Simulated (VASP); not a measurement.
Runs of VASP 6.6.1 on NaF. The structure is that of space group F-43m (No. 216), or close to it. The cells are those of the table. 

```csv
task,level,potentials or basis,cell,cutoff (eV),smearing,gap on the mesh (eV),pressure (GPa),relaxed volume (Å³/atom)
single point,r2SCAN,"VASP PAW PBE potentials, release 64 (Na_pv, F)","a = 3.580 Å, angles 60.0°, 2 atoms",520,fermi-dirac 0.02 eV,6.27,(b),-
dielectric tensor,PBE,"VASP PAW PBE potentials, release 64 (Na_pv, F)","a = 3.580 Å, angles 60.0°, 2 atoms",520,gaussian 0.01 eV,5.61,-,-
single point,PBEsol,"VASP PAW PBE potentials, release 64 (Na_pv, F)","a = 3.600 Å, angles 60.0°, 2 atoms",520,fermi-dirac 0.02 eV,5.51,0.1,-
relaxation of cell and atoms,PBE,"VASP PAW PBE potentials, release 64 (Na_pv, F)","relaxed from a = 3.193 Å, angles 60.0°, 2 atoms",600,fermi-dirac 0.02 eV,5.51,0.0,16.75
relaxation of cell and atoms,r2SCAN,"VASP PAW PBE potentials, release 64 (Na_pv, F)","relaxed from a = 3.645 Å, angles 60.0°, 2 atoms",600,fermi-dirac 0.02 eV,6.32,0.0,(a)
single point,PBE,"VASP PAW PBE potentials, release 64 (Na_pv, F)","a = 3.580 Å, angles 60.0°, 2 atoms",520,fermi-dirac 0.02 eV,5.61,1.9,-
relaxation of cell and atoms,PBEsol,"VASP PAW PBE potentials, release 64 (Na_pv, F)","relaxed from a = 3.645 Å, angles 60.0°, 2 atoms",600,fermi-dirac 0.02 eV,5.52,0.0,16.47
relaxation of cell and atoms,LDA,"VASP PAW LDA potentials, release 64 (Na_pv, F)","relaxed from a = 3.645 Å, angles 60.0°, 2 atoms",600,fermi-dirac 0.02 eV,5.52,0.0,15.21
```

Alike in all rows: no spin polarisation; k mesh 8 × 8 × 8.

Q: Fill in the values left out.

A: (a) 16.01; (b) -0.3.

Caveats: the PAW data sets were made with another functional, which shifts forces and pressure a little (at least some runs); the volume moved by over 15 % at a fixed basis, so the end points are rough (at least some runs).

A k mesh can miss the band edges.
